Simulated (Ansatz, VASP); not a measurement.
**One calculation of AlNi, two programs**

```
CELL_PARAMETERS angstrom
1.97672 -1.99150 0.00000
1.97672 1.99150 0.00000
0.00000 0.00000 3.16022
ATOMIC_POSITIONS crystal
Ni 0.50000 0.50000 0.50000
Al 0.00000 0.00000 0.00000
```

Change from the starting cell: volume scaled by 1.06.

Alike in both runs: task single point; functional LDA; k mesh 10 × 10 × 9; occupations fermi-dirac, width 0.05 eV; collinear spin.

|  | VASP | Ansatz |
| --- | --- | --- |
| version | VASP 6.6.1 | Ansatz 0.2.0 |
| potentials or method | VASP PAW LDA potentials, release 64 (Ni, Al), cutoff 520 eV | all-electron LAPW, scalar-relativistic |

Ansatz gave:

```
gap on the k mesh at the Fermi level (eV)                     : none
pressure (GPa)                                                : -13.3
traceless stress, the component that is largest in VASP (GPa) : -4.03
net moment per atom (μB)                                      : 0.00
```

Task: What did VASP give for the same quantities?

Result: gap on the k mesh at the Fermi level (eV): none; pressure (GPa): -13.0; traceless stress, the component that is largest in VASP (GPa): -4.17; net moment per atom (μB): 0.00.

LDA's correlation is that of Perdew and Zunger in VASP and of Perdew and Wang (1992) in Ansatz. A gap of «none» marks a metal or a gap that the smearing closes. Ansatz ran all-electron here, and VASP with PAW potentials.
